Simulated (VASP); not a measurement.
Here is a VASP 6.6.1 calculation.

POSCAR

```
TiTe2
1.0
    3.7593060439      0.0000000000      0.0000000000
   -1.8796530220      3.2556545346      0.0000000000
    0.0000000000      0.0000000000      6.3956203956
Ti Te
1 2
Direct
    0.0000000000      0.0000000000      0.0000000000
    0.3333333333      0.6666666667      0.2636460056
    0.6666666667      0.3333333333      0.7363539944
```

INCAR.step1

```
SYSTEM = TiTe2
PREC = Accurate ; ENCUT = 520
ISMEAR = 0 ; SIGMA = 0.05
LREAL = .FALSE. ; LASPH = .TRUE.
NELM = 80 ; NBANDS = 19
GGA = PE ; ALGO = Normal
EDIFF = 1E-4 ; LWAVE = .TRUE.
LCHARG = .FALSE.
```

Contents of INCAR.step2:

```
SYSTEM = TiTe2
PREC = Accurate ; ENCUT = 520
EDIFF = 1E-6 ; ISMEAR = 0
SIGMA = 0.05 ; LREAL = .FALSE.
LASPH = .TRUE. ; NELM = 80
ALGO = Normal ; ISIF = 2
LWAVE = .FALSE. ; LCHARG = .FALSE.
METAGGA = R2SCAN ; LMIXTAU = .TRUE.
IVDW = 12 ; VDW_S6 = 1.0
VDW_S8 = 0.78981345 ; VDW_A1 = 0.49484001
VDW_A2 = 5.73083694 ; NBANDS = 19
ISTART = 1
```

KPOINTS

```
regular mesh
0
G
  8 8 4
  0 0 0
```

Potentials or basis: VASP PAW PBE potentials, release 64 (Ti_sv, Te).

Run with:

```sh
$ cat potpaw_PBE.64/Ti_sv/POTCAR potpaw_PBE.64/Te/POTCAR > POTCAR
$ cp INCAR.step1 INCAR
$ mpirun -np 1 vasp_std > vasp.out
$ cp INCAR.step2 INCAR
$ mpirun -np 1 vasp_std > vasp.out
```

**Question.** What does it give for the largest force?

**Answer.** 0.015 eV/Å.

**Question.** Estimate the dispersion energy per atom.

**Answer.** -0.235 eV.

Forces in eV/Å, atoms in the order of the input:
```
Ti   0.000  0.000  0.000
Te   0.000  0.000  0.015
Te   0.000  0.000 -0.015
```

Caveat: three body term missing; the PAW data sets were made with another functional, which shifts forces and pressure a little.
